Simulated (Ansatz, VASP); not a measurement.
## ZnSe in VASP and in Ansatz

```
Zn Se
1.0
     0.00000    2.83380    2.83380
     2.83380    0.00000    2.83380
     2.83380    2.83380    0.00000
Zn Se
1 1
Cartesian
  0.0000 0.0000 0.0000
  4.2507 4.2507 4.2507
```

Alike in both runs: task relaxation of cell and atoms; functional r2SCAN; k mesh 12 × 12 × 12; occupations fermi-dirac, width 0.08 eV; no spin polarisation.

```csv
,VASP,Ansatz
version,VASP 6.6.1,Ansatz 0.2.0
potentials or method,"VASP PAW PBE potentials, release 64 (Zn, Se)","PAW with Ansatz's default frozen-core files, scalar-relativistic"
plane-wave cutoff (eV),600,500
valence electrons in the cell,18,28
```

|  | VASP | Ansatz | Ansatz less VASP |
| --- | --- | --- | --- |
| relaxed volume (Å³/atom) | 22.75 | 22.74 | -0.011 |
| relaxed length of the cell vector where the two differ most in proportion (Å) | 4.007 | 4.006 | -0.0007 |

VASP's potentials were made for PBE, not for r2SCAN. VASP's potentials hold 18 valence electrons a cell and Ansatz's 28, so a difference there can come from the potentials and not from the codes.
